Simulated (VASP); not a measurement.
# AlAs (gw) (I-4m2) in VASP: notebook

The runs below take AlAs (gw) through single point, with PBEsol.

All numbers are computed with VASP 6.6.1; they aren't measurements. Logs are shortened: lines on timing, memory, paths and dates and some standing lists are left out, and cuts for length are marked.

**1. The cell of the first run**

It takes space group I-4m2 (No. 119, tetragonal). The conventional cell has a = 3.972 Å, b = 3.972 Å, c = 5.731 Å, α = 90.00°, β = 90.00°, γ = 90.00°. Within 3.2 Å of Al (site symmetry -4m2) lie 4 As at 2.45 Å. As (site symmetry -4m2) has 4 Al at 2.45 Å within 3.2 Å.

**2. Single point, PBEsol**

Contents of INCAR:

```
  PREC = Accurate
  ENCUT = 500
  EDIFF = 1E-6
  ISMEAR = 0
  SIGMA = 0.01
  LREAL = F
  LASPH = T
  NELM = 120
  ALGO = Normal
  ISIF = 2
  LWAVE = F
  LCHARG = F
  GGA = PS
  NBANDS = 11
  GGA_COMPAT = F
```

Contents of KPOINTS:

```
Automatic mesh
0
Gamma
  4 4 4
```

Contents of POSCAR:

```
AlAs
1.0
    0.0000000000      2.8089260316      2.8655987288
    2.8089260316      0.0000000000      2.8655987288
    2.8089260316      2.8089260316      0.0000000000
Al As
1 1
Direct
    0.0000000000      0.0000000000      0.0000000000
    0.2500000000      0.2500000000      0.2500000000
```

Potentials or basis: VASP PAW PBE potentials, release 64 (Al, As).

Run with:

```
> cat potpaw_PBE.64/Al/POTCAR potpaw_PBE.64/As/POTCAR > POTCAR
> mpirun -np 1 vasp_std > vasp.out
```

OUTCAR:

```text
PREC = Accurate
   ENCUT = 500
   EDIFF = 1E-6
   ISMEAR = 0
   LREAL = F
   LASPH = T
   NELM = 120
   ISIF = 2
   GGA = PS

 ion  position               nearest neighbor table
   1  0.000  0.000  0.000-   2 2.45   2 2.45   2 2.45   2 2.45
   2  0.250  0.250  0.250-   1 2.45   1 2.45   1 2.45   1 2.45

  LATTYP: Found a body centered tetragonal cell.
 ALAT       =     3.9724212896
 C/A-ratio  =     1.4427466373

  Lattice vectors:

 A1 = (  -2.8089260316,   0.0000000000,   2.8655987288)
 A2 = (   2.8089260316,   0.0000000000,   2.8655987288)
 A3 = (   0.0000000000,   2.8089260316,  -2.8655987288)

Analysis of symmetry for initial positions (statically):
=====================================================================
 Subroutine PRICEL returns:
 Original cell was already a primitive cell.

 Routine SETGRP: Setting up the symmetry group for a
 body centered tetragonal supercell.

 Subroutine GETGRP returns: Found  8 space group operations
 (whereof  8 operations were pure point group operations)
 out of a pool of 16 trial point group operations.

The static configuration has the point symmetry D_2d.

Analysis of symmetry for dynamics (positions and initial velocities):
=====================================================================
 Subroutine PRICEL returns:
 Original cell was already a primitive cell.

 Routine SETGRP: Setting up the symmetry group for a
 body centered tetragonal supercell.

 Subroutine GETGRP returns: Found  8 space group operations
 (whereof  8 operations were pure point group operations)
 out of a pool of 16 trial point group operations.

The dynamic configuration has the point symmetry D_2d.

 Subroutine INISYM returns: Found  8 space group operations
 (whereof  8 operations are pure point group operations),
 and found     1 'primitive' translations

----------------------------------------------------------------------------------------

                                     Primitive cell

  volume of cell :      45.2195

  direct lattice vectors                    reciprocal lattice vectors
     0.000000000  2.808926032  2.865598729    -0.178003975  0.178003975  0.174483606
     2.808926032  0.000000000  2.865598729     0.178003975 -0.178003975  0.174483606
     2.808926032  2.808926032  0.000000000     0.178003975  0.178003975 -0.174483606

  length of vectors
     4.012695045  4.012695045  3.972421290     0.306292931  0.306292931  0.306292931

  position of ions in fractional coordinates (direct lattice)
     0.000000000  0.000000000  0.000000000
     0.250000000  0.250000000  0.250000000

  ion indices of the primitive-cell ions
   primitive index   ion index
                 1           1
                 2           2

----------------------------------------------------------------------------------------

 KPOINTS: Automatic mesh

Automatic generation of k-mesh.
 Grid dimensions read from file:
 generate k-points for:    4    4    4

 Generating k-lattice:

  Cartesian coordinates                     Fractional coordinates (reciprocal lattice)
    -0.044500994  0.044500994  0.043620902     0.250000000  0.000000000  0.000000000
     0.044500994 -0.044500994  0.043620902     0.000000000  0.250000000  0.000000000
     0.044500994  0.044500994 -0.043620902     0.000000000  0.000000000  0.250000000

  Length of vectors
     0.076573233  0.076573233  0.076573233

  Shift w.r.t. Gamma in fractional coordinates (k-lattice)
     0.000000000  0.000000000  0.000000000

 Subroutine IBZKPT returns following result:
 ===========================================

 Found     13 irreducible k-points:

 Following reciprocal coordinates:
            Coordinates               Weight
  0.000000  0.000000  0.000000      1.000000
  0.250000 -0.000000  0.000000      8.000000
  0.500000 -0.000000  0.000000      4.000000
  0.250000  0.250000  0.000000      2.000000
  0.500000  0.250000  0.000000      8.000000
 -0.250000  0.250000  0.000000      4.000000
  0.500000  0.500000  0.000000      1.000000
  0.250000  0.000000  0.250000      4.000000
  0.500000 -0.000000  0.250000     16.000000
 -0.250000  0.000000  0.250000      8.000000
 -0.250000  0.500000  0.250000      4.000000
  0.500000  0.000000  0.500000      2.000000
 -0.250000  0.250000  0.500000      2.000000
   k-points           NKPTS =     13   k-points in BZ     NKDIM =     13   number of bands    NBANDS=     11
   number of dos      NEDOS =    301   number of ions     NIONS =      2
   total plane-waves  NPLWV =  27000
   dimension x,y,z NGX =    30 NGY =   30 NGZ =   30
   dimension x,y,z NGXF=    60 NGYF=   60 NGZF=   60
   ions per type =               1   1
   NGX,Y,Z   is equivalent  to a cutoff of  12.43, 12.43, 12.56 a.u.
   NGXF,Y,Z  is equivalent  to a cutoff of  24.86, 24.86, 25.11 a.u.
 SYSTEM =  unknown system
   PREC   = accura    normal or accurate (medium, high low for compatibility)
   ISTART =      0    job   : 0-new  1-cont  2-samecut
   ICHARG =      2    charge: 1-file 2-atom 10-const
   ISPIN  =      1    spin polarized calculation?
   LNONCOLLINEAR =      F non collinear calculations
   LSORBIT =      F    spin-orbit coupling
   LASPH  =      T    aspherical Exc in radial PAW
   ENCUT  =  500.0 eV  36.75 Ry    6.06 a.u.   7.32  7.32  7.24*2*pi/ulx,y,z
   NELM   =    120;   NELMIN=  2; NELMDL= -5     # of ELM steps
   EDIFF  = 0.1E-05   stopping-criterion for ELM
   LREAL  =      F    real-space projection
   EDIFFG = 0.1E-04   stopping-criterion for IOM
   NSW    =      0    number of steps for IOM
   IBRION =     -1    ionic relax: 0-MD 1-quasi-New 2-CG
   NFREE  =      0    steps in history (QN), initial steepest desc. (CG)
   ISIF   =      2    stress and relaxation
   ISYM   =      2    0-nonsym 1-usesym 2-fastsym
   POTIM  = 0.5000    time-step for ionic-motion
   TEBEG  =    0.0;   TEEND  =   0.0 temperature during run
   PSTRESS=    0.0 pullay stress
   NELECT =       8.0000    total number of electrons
   NUPDOWN=      -1.0000    fix difference up-down
   EMIN   =  10.00;   EMAX   =-10.00  energy-range for DOS
   EFERMI =   0.00;   METHOD = LEGACY
   ISMEAR =     0;   SIGMA  =   0.01  broadening in eV -4-tet -1-fermi 0-gaus
   EFERMI_NEDOS =   21; number of points for ismear=-14 and -15
   IALGO  =     38    algorithm
   IMIX   =      4    mixing-type and parameters
     AMIX     =   0.40;   BMIX     =  1.00
     AMIX_MAG =   1.60;   BMIX_MAG =  1.00
  volume/ion in A,a.u.               =      22.61       152.58
  Fermi-wavevector in a.u.,A,eV,Ry     =   0.919030  1.736714 11.491690  0.844615
  Thomas-Fermi vector in A             =   2.044178
   LORBIT       =      0    0 simple, 1 ext, 2 COOP (PROOUT), +10 PAW based schemes
   GGA     = PS    functional components
   LHFCALC =     F    Hartree Fock is set to
   AEXX    =    0.0000 exact exchange contribution
   IVDW    =     0    specifies the selected vdW correction
   LEPSILON=     F    determine dielectric tensor
   LRPA    =     F    only Hartree local field effects (RPA)
 non-spin polarized calculation
 Gauss-broadening in eV      SIGMA  =   0.01
  energy-cutoff  :      500.00
  volume of cell :       45.22
 maximum number of plane-waves:      1163
 NGX is ok and might be reduce to    30
   NGX = 15   NGY = 15   NGZ = 15

 number of electron       8.0000000 magnetization

 Free energy of the ion-electron system (eV)
  ---------------------------------------------------
  ext. energy  EPLUGINS =         0.00000000
  ---------------------------------------------------
  free energy    TOTEN  =        -9.93932896 eV

  energy without entropy =       -9.93932896  energy(sigma->0) =       -9.93932896

 E-fermi :   3.9876     XC(G=0):  -9.1900

 val. band max:        3.9031302797   @ k =   0.0000   0.0000   0.0000
 cond. band min:       5.1197469044   @ k =   0.5000   0.0000   0.5000
 fundamental gap:      1.2166166248
 Fermi energy:         3.9876097713

 k-point     1 :       0.0000    0.0000    0.0000
  band No.  band energies     occupation
      1      -8.0357      2.00000
      2       3.8016      2.00000
      3       3.9031      2.00000
      4       3.9031      2.00000
      5       5.8571      0.00000
      6       8.0973      0.00000
      7       8.0973      0.00000
      8       8.1279      0.00000
      9      12.5677      0.00000
     10      12.6488      0.00000
     11      13.0228      0.00000

 k-point     2 :       0.2500   -0.0000    0.0000
  band No.  band energies     occupation
      1      -7.4511      2.00000
      2       0.4418      2.00000
      3       3.3229      2.00000
      4       3.4463      2.00000
      5       6.4133      0.00000
      6       8.6863      0.00000
      7       8.7632      0.00000
      8      10.2552      0.00000
      9      12.0532      0.00000
     10      12.1398      0.00000
     11      13.0985      0.00000

 k-point     3 :       0.5000   -0.0000    0.0000
  band No.  band energies     occupation
      1      -6.5927      2.00000
      2      -1.7674      2.00000
      3       2.9537      2.00000
      4       3.1194      2.00000
      5       5.9295      0.00000
      6       8.4011      0.00000
      7       8.5544      0.00000
      8      11.4311      0.00000
      9      14.9057      0.00000
     10      15.2694      0.00000
     11      15.4905      0.00000
[... 113 lines left out ...]
 k-point    12 :       0.5000    0.0000    0.5000
  band No.  band energies     occupation
      1      -6.0137      2.00000
      2      -1.5614      2.00000
      3       1.6207      2.00000
      4       1.6211      2.00000
      5       5.1197      0.00000
      6       5.9994      0.00000
      7      13.9370      0.00000
      8      14.3168      0.00000
      9      15.5858      0.00000
     10      16.2592      0.00000
     11      16.6231      0.00000

 k-point    13 :      -0.2500    0.2500    0.5000
  band No.  band energies     occupation
      1      -5.9836      2.00000
      2      -1.2241      2.00000
      3       0.6328      2.00000
      4       0.9839      2.00000
      5       7.9553      0.00000
      6       9.3139      0.00000
      7       9.3383      0.00000
      8       9.6657      0.00000
      9      14.6525      0.00000
     10      16.4161      0.00000
     11      16.6077      0.00000

------------------------ aborting loop because EDIFF is reached ----------------------------------------

  FORCE on cell =-STRESS in cart. coord.  units (eV):
  Direction    XX          YY          ZZ          XY          YZ          ZX
  --------------------------------------------------------------------------------------
  -------------------------------------------------------------------------------------
  Total        0.4834014      0.4834014      0.1619321      0.0000000      0.0000000      0.0000000
  in kB       17.1274411     17.1274411      5.7374313      0.0000000      0.0000000      0.0000000
  external PRESSURE =      13.3307712 kB  Pullay stress =       0.0000000 kB

 VOLUME and BASIS-vectors are now :
 -----------------------------------------------------------------------------
  energy-cutoff  :      500.00
  volume of cell :       45.22
      direct lattice vectors                 reciprocal lattice vectors
     0.000000000  2.808926032  2.865598729    -0.178003975  0.178003975  0.174483606
     2.808926032  0.000000000  2.865598729     0.178003975 -0.178003975  0.174483606
     2.808926032  2.808926032  0.000000000     0.178003975  0.178003975 -0.174483606

 POSITION                                       TOTAL-FORCE (eV/Angst)
 -----------------------------------------------------------------------------------
      0.00000      0.00000      0.00000        -0.000000     -0.000000     -0.000000
      1.40446      1.40446      1.43280         0.000000      0.000000      0.000000
 -----------------------------------------------------------------------------------
    total drift:                                0.000000      0.000000      0.000000

  FREE ENERGIE OF THE ION-ELECTRON SYSTEM (eV)
  ---------------------------------------------------
  free  energy   TOTEN  =        -9.9393289560 eV

  energy  without entropy=       -9.9393289560  energy(sigma->0) =       -9.93932896
```

It took 17 s on 1 thread of Intel Xeon 8259CL, shared host; peak memory 0.16 GiB.

Results:

| Item | Value |
| --- | --- |
| Free energy | -9.9393 eV |
| Pressure | 1.3 GPa |
| Band gap on the k mesh | 1.22 eV, indirect (least direct gap 1.95 eV) |

Stress tensor (GPa, compression positive):
```
1.71 0.00 0.00
0.00 1.71 0.00
0.00 0.00 0.57
```

Caveat: the k points lie up to 0.48 Å⁻¹ apart; the PAW data sets were made with another functional, which shifts forces and pressure a little.

**3. Single point, PBEsol**

Contents of INCAR:

```
SYSTEM = AlAs
ALGO = Normal ; EDIFF = 1E-6
ENCUT = 500 ; GGA = PS
GGA_COMPAT = .False. ; ISIF = 2
ISMEAR = 0 ; LASPH = .True.
LCHARG = .False. ; LREAL = .False.
LWAVE = .False. ; NBANDS = 11
NELM = 120 ; PREC = Accurate
SIGMA = 0.01
```

Contents of KPOINTS:

```
k-points
0
Gamma
  4 4 4
  0 0 0
```

POSCAR is that of step 2.

Potentials or basis: VASP PAW PBE potentials, release 64 (Al, As).

Run with:

```
> cat potpaw_PBE.64/Al/POTCAR potpaw_PBE.64/As/POTCAR > POTCAR
> mpirun -np 1 vasp_std > vasp.out
```

OUTCAR:

```text
SYSTEM = AlAs
   EDIFF = 1E-6
   ENCUT = 500
   GGA = PS
   ISIF = 2
   ISMEAR = 0
   LASPH = .True.
   LREAL = .False.
   NELM = 120
   PREC = Accurate

 ion  position               nearest neighbor table
   1  0.000  0.000  0.000-   2 2.45   2 2.45   2 2.45   2 2.45
   2  0.250  0.250  0.250-   1 2.45   1 2.45   1 2.45   1 2.45

  LATTYP: Found a body centered tetragonal cell.
 ALAT       =     3.9724212896
 C/A-ratio  =     1.4427466373

  Lattice vectors:

 A1 = (  -2.8089260316,   0.0000000000,   2.8655987288)
 A2 = (   2.8089260316,   0.0000000000,   2.8655987288)
 A3 = (   0.0000000000,   2.8089260316,  -2.8655987288)

Analysis of symmetry for initial positions (statically):
=====================================================================
 Subroutine PRICEL returns:
 Original cell was already a primitive cell.

 Routine SETGRP: Setting up the symmetry group for a
 body centered tetragonal supercell.

 Subroutine GETGRP returns: Found  8 space group operations
 (whereof  8 operations were pure point group operations)
 out of a pool of 16 trial point group operations.

The static configuration has the point symmetry D_2d.

[... 158 lines left out ...]
      1      -8.0357      2.00000
      2       3.8016      2.00000
      3       3.9031      2.00000
      4       3.9031      2.00000
      5       5.8571      0.00000
      6       8.0973      0.00000
      7       8.0973      0.00000
      8       8.1279      0.00000
      9      12.5677      0.00000
     10      12.6488      0.00000
     11      13.0228      0.00000
[... 155 lines left out ...]
 k-point    13 :      -0.2500    0.2500    0.5000
  band No.  band energies     occupation
      1      -5.9836      2.00000
      2      -1.2241      2.00000
      3       0.6328      2.00000
      4       0.9839      2.00000
      5       7.9553      0.00000
      6       9.3139      0.00000
      7       9.3383      0.00000
      8       9.6657      0.00000
      9      14.6525      0.00000
     10      16.4161      0.00000
     11      16.6077      0.00000

------------------------ aborting loop because EDIFF is reached ----------------------------------------

  FORCE on cell =-STRESS in cart. coord.  units (eV):
  Direction    XX          YY          ZZ          XY          YZ          ZX
  --------------------------------------------------------------------------------------
  -------------------------------------------------------------------------------------
  Total        0.4834014      0.4834014      0.1619321      0.0000000      0.0000000      0.0000000
  in kB       17.1274411     17.1274411      5.7374313      0.0000000      0.0000000      0.0000000
  external PRESSURE =      13.3307712 kB  Pullay stress =       0.0000000 kB

 VOLUME and BASIS-vectors are now :
 -----------------------------------------------------------------------------
  energy-cutoff  :      500.00
  volume of cell :       45.22
      direct lattice vectors                 reciprocal lattice vectors
     0.000000000  2.808926032  2.865598729    -0.178003975  0.178003975  0.174483606
     2.808926032  0.000000000  2.865598729     0.178003975 -0.178003975  0.174483606
     2.808926032  2.808926032  0.000000000     0.178003975  0.178003975 -0.174483606

 POSITION                                       TOTAL-FORCE (eV/Angst)
 -----------------------------------------------------------------------------------
      0.00000      0.00000      0.00000        -0.000000     -0.000000     -0.000000
      1.40446      1.40446      1.43280         0.000000      0.000000      0.000000
 -----------------------------------------------------------------------------------
    total drift:                                0.000000      0.000000      0.000000

  FREE ENERGIE OF THE ION-ELECTRON SYSTEM (eV)
  ---------------------------------------------------
  free  energy   TOTEN  =        -9.9393289560 eV

  energy  without entropy=       -9.9393289560  energy(sigma->0) =       -9.93932896
```

OSZICAR:

```text
N       E                     dE             d eps       ncg     rms          rms(c)
DAV:   1     0.126069225550E+02    0.12607E+02   -0.27577E+03   286   0.519E+02
DAV:   2    -0.933318079917E+01   -0.21940E+02   -0.21105E+02   366   0.859E+01
DAV:   3    -0.102295024343E+02   -0.89632E+00   -0.89505E+00   378   0.176E+01
DAV:   4    -0.102369163440E+02   -0.74139E-02   -0.74134E-02   348   0.188E+00
DAV:   5    -0.102370779409E+02   -0.16160E-03   -0.16159E-03   336   0.264E-01    0.334E+00
DAV:   6    -0.999375560894E+01    0.24332E+00   -0.37562E-01   313   0.223E+00    0.191E+00
DAV:   7    -0.994078354887E+01    0.52972E-01   -0.19555E-01   328   0.172E+00    0.678E-01
DAV:   8    -0.993923185408E+01    0.15517E-02   -0.12766E-02   304   0.533E-01    0.101E-01
DAV:   9    -0.993926104223E+01   -0.29188E-04   -0.55007E-04   334   0.126E-01    0.499E-02
DAV:  10    -0.993932355802E+01   -0.62516E-04   -0.65757E-05   310   0.440E-02    0.103E-02
DAV:  11    -0.993932907208E+01   -0.55141E-05   -0.88549E-06   351   0.152E-02    0.548E-03
DAV:  12    -0.993932895599E+01    0.11609E-06   -0.14713E-06   227   0.542E-03
   1 F= -.99393290E+01 E0= -.99393290E+01  d E =-.178472E-34
```

Run time: 17 s. Hardware: 1 thread of Intel Xeon 8259CL, shared host; peak memory 0.16 GiB.

What came out:

```
Free energy            : -9.9393 eV
Pressure               : 1.3 GPa
Band gap on the k mesh : 1.22 eV, indirect (least direct gap 1.95 eV)
```

Stress tensor (GPa, compression positive):
```
1.71 0.00 0.00
0.00 1.71 0.00
0.00 0.00 0.57
```

Caveat: the k points lie up to 0.48 Å⁻¹ apart; the PAW data sets were made with another functional, which shifts forces and pressure a little.
